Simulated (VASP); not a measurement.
A run of VASP 6.6.1 is set up as follows.

File POSCAR:

```
NaI
1.0
    0.0000000000      3.2333529474      3.2333529474
    3.2333529474      0.0000000000      3.2333529474
    3.2333529474      3.2333529474      0.0000000000
Na I
1 1
Direct
    0.0000000000      0.0000000000      0.0000000000
    0.5000000000      0.5000000000      0.5000000000
```

The input INCAR.step1:

```
  ALGO = Normal
  EDIFF = 1E-4
  ENCUT = 520
  GGA = PE
  ISMEAR = -1
  LASPH = T
  LCHARG = F
  LREAL = F
  LWAVE = T
  NBANDS = 14
  NELM = 60
  PREC = Accurate
  SIGMA = 0.05
```

File INCAR.step2:

```
  ALGO = Normal
  EDIFF = 1E-6
  ENCUT = 520
  ISIF = 2
  ISMEAR = -1
  ISTART = 1
  LASPH = T
  LCHARG = F
  LMIXTAU = T
  LREAL = F
  LWAVE = F
  METAGGA = R2SCAN
  NBANDS = 14
  NELM = 60
  PREC = Accurate
  SIGMA = 0.05
```

Contents of KPOINTS:

```
k-points
0
Gamma
  12 12 12
```

Potentials or basis: VASP PAW PBE potentials, release 64 (Na_pv, I).

Command:

```bash
$ cat potpaw_PBE.64/Na_pv/POTCAR potpaw_PBE.64/I/POTCAR > POTCAR
$ cp INCAR.step1 INCAR
$ mpirun -np 1 vasp_std > vasp.out
$ cp INCAR.step2 INCAR
$ mpirun -np 1 vasp_std > vasp.out
```

Question: What does it give for the pressure?

Answer: -0.1 GPa.

Question: What does it give for the band gap on the k mesh?

Answer: 4.45 eV.

Caveat: the PAW data sets were made with another functional, which shifts forces and pressure a little; spin-orbit coupling is left out, which moves the levels of the heavy elements. A k mesh can miss the band edges.
